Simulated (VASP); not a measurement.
Wanted: the native input for a VASP 6.6.1 run.

```yaml
Task: single point
Functional: PBE
Potentials_or_basis: VASP PAW PBE potentials, release 64 (S)
Cutoff: 520 eV
k_mesh: 8 × 8 × 11
Occupations: fermi-dirac, width 0.08 eV
Spin: no spin polarisation
Dipole_correction: no
Further_INCAR_settings: ALGO = Normal; EDIFF = 1e-06; NBANDS = 16
```

The structure of S lies in POSCAR:

```
S
1.0
    6.1390934036      0.0000000000      0.0000000000
   -3.0695467018      5.3166108437      0.0000000000
    0.0000000000      0.0000000000      2.1249913776
S
3
Direct
    0.0000000000      0.0000000000      0.0000000000
    0.3333333333      0.6666666667      0.5000000000
    0.6666666667      0.3333333333      0.5000000000
```

These files were run (other wordings do the same):

INCAR

```
  PREC = Accurate
  ENCUT = 520
  EDIFF = 1E-6
  ISMEAR = -1
  SIGMA = 0.08
  LREAL = F
  LASPH = T
  NELM = 60
  ALGO = Normal
  ISIF = 2
  LWAVE = F
  LCHARG = F
  GGA = PE
  NBANDS = 16
```

KPOINTS

```
regular mesh
0
Gamma
  8 8 11
```

Potentials or basis: VASP PAW PBE potentials, release 64 (S).

The run is started by

```console
$ cat potpaw_PBE.64/S/POTCAR > POTCAR
$ mpirun -np 1 vasp_std > vasp.out
```

It gave:

The pressure is 2.0 GPa and the band gap on the k mesh is zero (band 9 reaches 3.99 eV, above the bottom of band 10 at 2.09 eV).

It took 21 s on 1 thread of Intel(R) Xeon(R) 6975P-C (Granite Rapids), on a shared host, peak memory 0.2 GiB.
